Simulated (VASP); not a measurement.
# Mg (P6_3/mmc) in VASP: notebook

Mg is run at these levels: PBEsol; tasks: single point.

All numbers are computed with VASP 6.6.1; they aren't measurements. Logs are shortened: lines on timing, memory, paths and dates and some standing lists are left out, and cuts for length are marked.

### 1 The cell of the first run

The structure is hexagonal, space group P6_3/mmc (No. 194). The conventional cell has a = 2.689 Å, b = 2.689 Å, c = 4.344 Å, α = 90.00°, β = 90.00°, γ = 120.00°. Within 3.5 Å of Mg (site symmetry -6m2) lie 12 Mg at 2.67 to 2.69 Å.

### 2 Single point, PBEsol

File INCAR:

```
SYSTEM = Mg
  PREC = Accurate
  ENCUT = 600
  EDIFF = 1E-6
  ISMEAR = 0
  SIGMA = 0.1
  LREAL = .False.
  LASPH = .True.
  NELM = 120
  ALGO = Normal
  ISIF = 2
  LWAVE = .False.
  LCHARG = .True.
  GGA = PS
  LELF = .True.
  LVHAR = .True.
  NBANDS = 9
  GGA_COMPAT = .False.
```

File KPOINTS:

```
regular mesh
0
Gamma
  18 18 10
  0 0 0
```

File POSCAR:

```
Mg
1.0
    2.6887105570      0.0000000000      0.0000000000
   -1.3443552785      2.3284916457      0.0000000000
    0.0000000000      0.0000000000      4.3436202060
Mg
2
Direct
    0.3333333333      0.6666666667      0.2500000000
    0.6666666667      0.3333333333      0.7500000000
```

Potentials or basis: VASP PAW PBE potentials, release 64 (Mg).

Command:

```sh
$ cat potpaw_PBE.64/Mg/POTCAR > POTCAR
$ mpirun -np 1 vasp_std > vasp.out
```

OUTCAR:

```text
SYSTEM = Mg
   PREC = Accurate
   ENCUT = 600
   EDIFF = 1E-6
   ISMEAR = 0
   LREAL = .False.
   LASPH = .True.
   NELM = 120
   ISIF = 2
   GGA = PS

 ion  position               nearest neighbor table
   1  0.333  0.667  0.250-   2 2.67   2 2.67   2 2.67   2 2.67   2 2.67   2 2.67
   2  0.667  0.333  0.750-   1 2.67   1 2.67   1 2.67   1 2.67   1 2.67   1 2.67

  LATTYP: Found a hexagonal cell.
 ALAT       =     2.6887105570
 C/A-ratio  =     1.6155030874

  Lattice vectors:

 A1 = (   2.6887105570,   0.0000000000,   0.0000000000)
 A2 = (  -1.3443552785,   2.3284916457,   0.0000000000)
 A3 = (   0.0000000000,   0.0000000000,   4.3436202060)

Analysis of symmetry for initial positions (statically):
=====================================================================
 Subroutine PRICEL returns:
 Original cell was already a primitive cell.

 Routine SETGRP: Setting up the symmetry group for a
 hexagonal supercell.

 Subroutine GETGRP returns: Found 24 space group operations
 (whereof 12 operations were pure point group operations)
 out of a pool of 24 trial point group operations.

The static configuration has the point symmetry D_3d.
 The point group associated with its full space group is D_6h.

Analysis of symmetry for dynamics (positions and initial velocities):
=====================================================================
 Subroutine PRICEL returns:
 Original cell was already a primitive cell.

 Routine SETGRP: Setting up the symmetry group for a
 hexagonal supercell.

 Subroutine GETGRP returns: Found 24 space group operations
 (whereof 12 operations were pure point group operations)
 out of a pool of 24 trial point group operations.

The dynamic configuration has the point symmetry D_3d.
 The point group associated with its full space group is D_6h.

 Subroutine INISYM returns: Found 24 space group operations
 (whereof 12 operations are pure point group operations),
 and found     1 'primitive' translations

----------------------------------------------------------------------------------------

                                     Primitive cell

  volume of cell :      27.1938

  direct lattice vectors                    reciprocal lattice vectors
     2.688710557  0.000000000  0.000000000     0.371925493  0.214731284  0.000000000
    -1.344355278  2.328491646  0.000000000     0.000000000  0.429462567  0.000000000
     0.000000000  0.000000000  4.343620206     0.000000000  0.000000000  0.230222707

  length of vectors
     2.688710557  2.688710557  4.343620206     0.429462567  0.429462567  0.230222707

  position of ions in fractional coordinates (direct lattice)
     0.333333333  0.666666667  0.250000000
     0.666666667  0.333333333  0.750000000

  ion indices of the primitive-cell ions
   primitive index   ion index
                 1           1
                 2           2

----------------------------------------------------------------------------------------

 KPOINTS: regular mesh

Automatic generation of k-mesh.
 Grid dimensions read from file:
 generate k-points for:   18   18   10

 Generating k-lattice:

  Cartesian coordinates                     Fractional coordinates (reciprocal lattice)
     0.020662527  0.011929516  0.000000000     0.055555556  0.000000000  0.000000000
     0.000000000  0.023859032  0.000000000     0.000000000  0.055555556  0.000000000
     0.000000000  0.000000000  0.023022271     0.000000000  0.000000000  0.100000000

  Length of vectors
     0.023859032  0.023859032  0.023022271

  Shift w.r.t. Gamma in fractional coordinates (k-lattice)
     0.000000000  0.000000000  0.000000000

 Subroutine IBZKPT returns following result:
 ===========================================

 Found    222 irreducible k-points:

 Following reciprocal coordinates:
            Coordinates               Weight
  0.000000  0.000000  0.000000      1.000000
  0.055556 -0.000000  0.000000      6.000000
  0.111111 -0.000000  0.000000      6.000000
  0.166667 -0.000000  0.000000      6.000000
  0.222222 -0.000000  0.000000      6.000000
  0.277778 -0.000000  0.000000      6.000000
[... 16 lines left out ...]
  0.333333  0.111111  0.000000     12.000000
  0.388889  0.111111  0.000000     12.000000
 [... further k-points ...]
   k-points           NKPTS =    222   k-points in BZ     NKDIM =    222   number of bands    NBANDS=      9
   number of dos      NEDOS =    301   number of ions     NIONS =      2
   total plane-waves  NPLWV =  20736
   dimension x,y,z NGX =    24 NGY =   24 NGZ =   36
   dimension x,y,z NGXF=    48 NGYF=   48 NGZF=   72
   ions per type =               2
   NGX,Y,Z   is equivalent  to a cutoff of  14.84, 14.84, 13.78 a.u.
   NGXF,Y,Z  is equivalent  to a cutoff of  29.68, 29.68, 27.56 a.u.
 SYSTEM =  Mg
   PREC   = accura    normal or accurate (medium, high low for compatibility)
   ISTART =      0    job   : 0-new  1-cont  2-samecut
   ICHARG =      2    charge: 1-file 2-atom 10-const
   ISPIN  =      1    spin polarized calculation?
   LNONCOLLINEAR =      F non collinear calculations
   LSORBIT =      F    spin-orbit coupling
   LASPH  =      T    aspherical Exc in radial PAW
   ENCUT  =  600.0 eV  44.10 Ry    6.64 a.u.   5.37  5.37  8.68*2*pi/ulx,y,z
   NELM   =    120;   NELMIN=  2; NELMDL= -5     # of ELM steps
   EDIFF  = 0.1E-05   stopping-criterion for ELM
   LREAL  =      F    real-space projection
   EDIFFG = 0.1E-04   stopping-criterion for IOM
   NSW    =      0    number of steps for IOM
   IBRION =     -1    ionic relax: 0-MD 1-quasi-New 2-CG
   NFREE  =      0    steps in history (QN), initial steepest desc. (CG)
   ISIF   =      2    stress and relaxation
   ISYM   =      2    0-nonsym 1-usesym 2-fastsym
   POTIM  = 0.5000    time-step for ionic-motion
   TEBEG  =    0.0;   TEEND  =   0.0 temperature during run
   PSTRESS=    0.0 pullay stress
   NELECT =       4.0000    total number of electrons
   NUPDOWN=      -1.0000    fix difference up-down
   EMIN   =  10.00;   EMAX   =-10.00  energy-range for DOS
   EFERMI =   0.00;   METHOD = LEGACY
   ISMEAR =     0;   SIGMA  =   0.10  broadening in eV -4-tet -1-fermi 0-gaus
   EFERMI_NEDOS =   21; number of points for ismear=-14 and -15
   IALGO  =     38    algorithm
   IMIX   =      4    mixing-type and parameters
     AMIX     =   0.40;   BMIX     =  1.00
     AMIX_MAG =   1.60;   BMIX_MAG =  1.00
  volume/ion in A,a.u.               =      13.60        91.76
  Fermi-wavevector in a.u.,A,eV,Ry     =   0.864181  1.633065 10.160947  0.746809
  Thomas-Fermi vector in A             =   1.982240
   LORBIT       =      0    0 simple, 1 ext, 2 COOP (PROOUT), +10 PAW based schemes
   GGA     = PS    functional components
   LHFCALC =     F    Hartree Fock is set to
   AEXX    =    0.0000 exact exchange contribution
   IVDW    =     0    specifies the selected vdW correction
   LEPSILON=     F    determine dielectric tensor
   LRPA    =     F    only Hartree local field effects (RPA)
 non-spin polarized calculation
 Gauss-broadening in eV      SIGMA  =   0.10
  energy-cutoff  :      600.00
  volume of cell :       27.19
 maximum number of plane-waves:       941
 NGX is ok and might be reduce to    24
   NGX = 11   NGY = 11   NGZ = 17

 number of electron       4.0000000 magnetization

 Free energy of the ion-electron system (eV)
  ---------------------------------------------------
  ext. energy  EPLUGINS =         0.00000000
  ---------------------------------------------------
  free energy    TOTEN  =        -1.57785852 eV

  energy without entropy =       -1.57533949  energy(sigma->0) =       -1.57659900

 E-fermi :   6.0114     XC(G=0): -10.3607

 val. band max:        6.0008711600   @ k =   0.2222  -0.0000   0.0000
 cond. band min:       6.0129308276   @ k =   0.4444   0.0556   0.5000
 fundamental gap:      0.0120596676
 Fermi energy:         6.0114167587

 k-point     1 :       0.0000    0.0000    0.0000
  band No.  band energies     occupation
      1      -3.4916      2.00000
      2       3.4919      2.00000
      3       4.8088      2.00000
      4      20.1812      0.00000
      5      20.1812      0.00000
      6      21.2462      0.00000
      7      21.5222      0.00000
      8      21.5222      0.00000
      9      24.9176      0.00000

 k-point     2 :       0.0556   -0.0000    0.0000
  band No.  band energies     occupation
      1      -3.4051      2.00000
      2       3.5629      2.00000
      3       4.8884      2.00000
      4      18.6040      0.00000
      5      19.6929      0.00000
      6      20.7690      0.00000
      7      22.0706      0.00000
      8      22.2458      0.00000
      9      24.5240      0.00000

 k-point     3 :       0.1111   -0.0000    0.0000
  band No.  band energies     occupation
      1      -3.1464      2.00000
      2       3.7762      2.00000
      3       5.1237      2.00000
      4      16.4407      0.00000
      5      18.9278      0.00000
      6      19.4752      0.00000
      7      22.3928      0.00000
      8      22.8409      0.00000
      9      22.9754      0.00000

 k-point     4 :       0.1667   -0.0000    0.0000
  band No.  band energies     occupation
      1      -2.7180      2.00000
      2       4.1326      2.00000
      3       5.5035      2.00000
      4      14.2962      0.00000
      5      18.1218      0.00000
      6      18.2112      0.00000
      7      20.1711      0.00000
      8      22.9837      0.00000
      9      23.2129      0.00000
[... 205 lines left out ...]
 k-point    22 :       0.2778    0.1111    0.0000
  band No.  band energies     occupation
      1      -0.2158      2.00000
      2       6.2934      0.00007
      3       6.9576      0.00000
      4       9.1879      0.00000
      5      12.6877      0.00000
      6      14.3387      0.00000
      7      17.3626      0.00000
      8      18.3628      0.00000
      9      21.7308      0.00000

 k-point    23 :       0.3333    0.1111    0.0000
  band No.  band energies     occupation
      1       0.8316      2.00000
      2       6.1299      0.09381
      3       7.2389      0.00000
      4       9.1060      0.00000
      5      12.1079      0.00000
      6      12.6147      0.00000
      7      16.3851      0.00000
      8      17.9728      0.00000
      9      21.5352      0.00000

 k-point    24 :       0.3889    0.1111    0.0000
  band No.  band energies     occupation
      1       2.0065      2.00000
      2       4.7615      2.00000
      3       8.3297      0.00000
      4       9.6305      0.00000
      5      11.0541      0.00000
      6      11.6081      0.00000
      7      15.7005      0.00000
      8      17.7394      0.00000
      9      21.4039      0.00000

 [... further k-points ...]

------------------------ aborting loop because EDIFF is reached ----------------------------------------

  FORCE on cell =-STRESS in cart. coord.  units (eV):
  Direction    XX          YY          ZZ          XY          YZ          ZX
  --------------------------------------------------------------------------------------
  -------------------------------------------------------------------------------------
  Total        8.6634346      8.6634346      8.6671688     -0.0000000     -0.0000000      0.0000000
  in kB      510.4228458    510.4228458    510.6428522     -0.0000000     -0.0000000      0.0000000
  external PRESSURE =     510.4961813 kB  Pullay stress =       0.0000000 kB

 VOLUME and BASIS-vectors are now :
 -----------------------------------------------------------------------------
  energy-cutoff  :      600.00
  volume of cell :       27.19
      direct lattice vectors                 reciprocal lattice vectors
     2.688710557  0.000000000  0.000000000     0.371925493  0.214731284  0.000000000
    -1.344355278  2.328491646  0.000000000     0.000000000  0.429462567  0.000000000
     0.000000000  0.000000000  4.343620206     0.000000000  0.000000000  0.230222707

 POSITION                                       TOTAL-FORCE (eV/Angst)
 -----------------------------------------------------------------------------------
     -0.00000      1.55233      1.08591         0.000000      0.000000      0.000000
      1.34436      0.77616      3.25772        -0.000000     -0.000000      0.000000
 -----------------------------------------------------------------------------------
    total drift:                               -0.000000      0.000000     -0.000000

  FREE ENERGIE OF THE ION-ELECTRON SYSTEM (eV)
  ---------------------------------------------------
  free  energy   TOTEN  =        -1.5778585166 eV

  energy  without entropy=       -1.5753394901  energy(sigma->0) =       -1.57659900
```

Run time: 21 s. Hardware: 1 thread of Intel Xeon Platinum 8559C (Emerald Rapids), shared host; peak memory 0.2 GiB.

Results:

```yaml
Free_energy: -1.5779 eV
Pressure: 51.0 GPa
Band_gap_on_the_k_mesh: zero (bands 2 and 3 overlap by 2.14 eV)
```

Caveat: the cell stands under pressure; the PAW data sets were made with another functional, which shifts forces and pressure a little.

### 3 Single point, PBEsol

This run uses another cell than the first one, of 15.36 Å³/atom.

File INCAR:

```
SYSTEM = Mg
PREC     = Accurate       ! precision mode
ENCUT    = 600            ! plane-wave cutoff, eV
EDIFF    = 1E-6           ! SCF threshold, eV
ISMEAR   = 0              ! smearing method
SIGMA    = 0.1            ! smearing width, eV
LREAL    = .FALSE.        ! projectors in reciprocal space
LASPH    = .TRUE.         ! aspherical terms in the spheres
NELM     = 120            ! most SCF steps
ALGO     = Normal         ! electronic algorithm
ISIF     = 2              ! what is computed and relaxed
LWAVE    = .FALSE.        ! write WAVECAR
LCHARG   = .FALSE.        ! write CHGCAR
GGA      = PS             ! functional
NBANDS   = 9              ! bands
GGA_COMPAT= .FALSE.
```

File KPOINTS:

```
regular mesh
0
G
  18 18 10
  0 0 0
```

File POSCAR:

```
Mg
1.0
    2.8008296436      0.0000000000      0.0000000000
   -1.4004148218      2.4255896230      0.0000000000
    0.0000000000      0.0000000000      4.5227193584
Mg
2
Direct
    0.3333333333      0.6666666667      0.2500000000
    0.6666666667      0.3333333333      0.7500000000
```

Potentials or basis: VASP PAW PBE potentials, release 64 (Mg).

Command:

```sh
$ cat potpaw_PBE.64/Mg/POTCAR > POTCAR
$ mpirun -np 1 vasp_std > vasp.out
```

It took 20 s on 1 thread of Intel Xeon Platinum 8559C (Emerald Rapids), shared host; peak memory 0.2 GiB.

It converged, with:

* Free energy: -2.4588 eV
* Pressure: 30.5 GPa
* Band gap on the k mesh: zero (bands 2 and 3 overlap by 2.15 eV)

Levels at points of the mesh, in eV from the Fermi level:
```csv
k point,band 1,band 2,band 3,band 4,band 5
"(0.00, 0.00, 0.00)",-8.85,-2.32,-1.18,13.35,13.35
"(0.50, 0.00, 0.00)",-2.91,-2.53,3.12,3.38,4.60
"(0.00, 0.00, 0.50)",-7.02,-7.02,6.43,6.43,14.14
"(0.50, 0.00, 0.50)",-1.56,-1.56,-0.37,-0.37,9.42
```

Caveat: the cell stands under pressure; the PAW data sets were made with another functional, which shifts forces and pressure a little.

### 4 Single point, PBEsol

This run uses another cell than the first one, of 15.36 Å³/atom.

File INCAR:

```
  PREC = Accurate
  ENCUT = 600
  EDIFF = 1E-6
  ISMEAR = 0
  SIGMA = 0.1
  LREAL = F
  LASPH = T
  NELM = 120
  ALGO = Normal
  ISIF = 2
  LWAVE = F
  LCHARG = T
  GGA = PS
  LELF = T
  LVHAR = T
  NBANDS = 9
  GGA_COMPAT = F
```

File KPOINTS:

```
regular mesh
0
Gamma
  18 18 10
```

POSCAR is that of step 3.

Command:

```sh
$ cat potpaw_PBE.64/Mg/POTCAR > POTCAR
$ mpirun -np 1 vasp_std > vasp.out
```

Wall time 22 s (1 thread of Intel Xeon Platinum 8559C (Emerald Rapids), shared host); peak memory 0.2 GiB.

The run converged. Its results:

```
Free energy            : -2.4588 eV
Pressure               : 30.5 GPa
Band gap on the k mesh : zero (bands 2 and 3 overlap by 2.15 eV)
```

Levels at points of the mesh, in eV from the Fermi level:
```
           k point  band 1  band 2  band 3  band 4  band 5
(0.00, 0.00, 0.00)   -8.85   -2.32   -1.18   13.35   13.35
(0.50, 0.00, 0.00)   -2.91   -2.53    3.12    3.38    4.60
(0.00, 0.00, 0.50)   -7.02   -7.02    6.43    6.43   14.14
(0.50, 0.00, 0.50)   -1.56   -1.56   -0.37   -0.37    9.42
```

Caveat: the cell stands under pressure; the PAW data sets were made with another functional, which shifts forces and pressure a little.

### 5 Single point, PBEsol

This run uses another cell than the first one, of 18.21 Å³/atom.

File INCAR:

```
ALGO = Normal ; EDIFF = 1E-6
ENCUT = 600 ; GGA = PS
GGA_COMPAT = F ; ISIF = 2
ISMEAR = 0 ; LASPH = T
LCHARG = F ; LREAL = F
LWAVE = F ; NBANDS = 9
NELM = 120 ; PREC = Accurate
SIGMA = 0.1
```

File KPOINTS:

```
k-points
0
Gamma
  18 18 10
```

File POSCAR:

```
Mg
1.0
    2.9634409796      0.0000000000      0.0000000000
   -1.4817204898      2.5664151709      0.0000000000
    0.0000000000      0.0000000000      4.7879913431
Mg
2
Direct
    0.3333333333      0.6666666667      0.2500000000
    0.6666666667      0.3333333333      0.7500000000
```

Command:

```sh
$ cat potpaw_PBE.64/Mg/POTCAR > POTCAR
$ mpirun -np 1 vasp_std > vasp.out
```

Wall time 22 s (1 thread of Intel Xeon Platinum 8559C (Emerald Rapids), shared host); peak memory 0.22 GiB.

The run converged. Its results:

| Quantity | Value |
| --- | --- |
| Free energy | -3.1778 eV |
| Pressure | 12.1 GPa |
| Band gap on the k mesh | zero (bands 2 and 3 overlap by 2.16 eV) |

Levels at points of the mesh, in eV from the Fermi level:
| k point | band 1 | band 2 | band 3 | band 4 | band 5 | band 6 | band 7 |
| --- | --- | --- | --- | --- | --- | --- | --- |
| (0.00, 0.00, 0.00) | -7.98 | -2.04 | -1.18 | 12.27 | 12.27 | 12.88 | 12.88 |
| (0.50, 0.00, 0.00) | -2.57 | -2.35 | 3.05 | 3.11 | 4.04 | 4.28 | 8.14 |
| (0.00, 0.00, 0.50) | -6.35 | -6.35 | 5.85 | 5.85 | 13.05 | 13.05 | 13.05 |
| (0.50, 0.00, 0.50) | -1.36 | -1.36 | -0.39 | -0.39 | 8.83 | 8.83 | 9.41 |

Caveat: the cell stands under pressure; the PAW data sets were made with another functional, which shifts forces and pressure a little.

### 6 The runs side by side

```tsv
cell	gap on the mesh (eV)	pressure (GPa)
a = 2.689, b = 2.689, c = 4.344 Å, angles 90.0, 90.0, 120.0°, 2 atoms	none	51.0
a = 2.801, b = 2.801, c = 4.523 Å, angles 90.0, 90.0, 120.0°, 2 atoms	none	30.5
a = 2.963, b = 2.963, c = 4.788 Å, angles 90.0, 90.0, 120.0°, 2 atoms	none	12.1
```

Alike in all rows: task single point; level PBEsol; potentials or basis VASP PAW PBE potentials, release 64 (Mg); no spin polarisation; k mesh 18 × 18 × 10; cutoff (eV) 600; smearing gaussian 0.1 eV.

Caveats: the cell stands under pressure; the PAW data sets were made with another functional, which shifts forces and pressure a little.

Absolute energies hang on the potentials; compare differences alone.
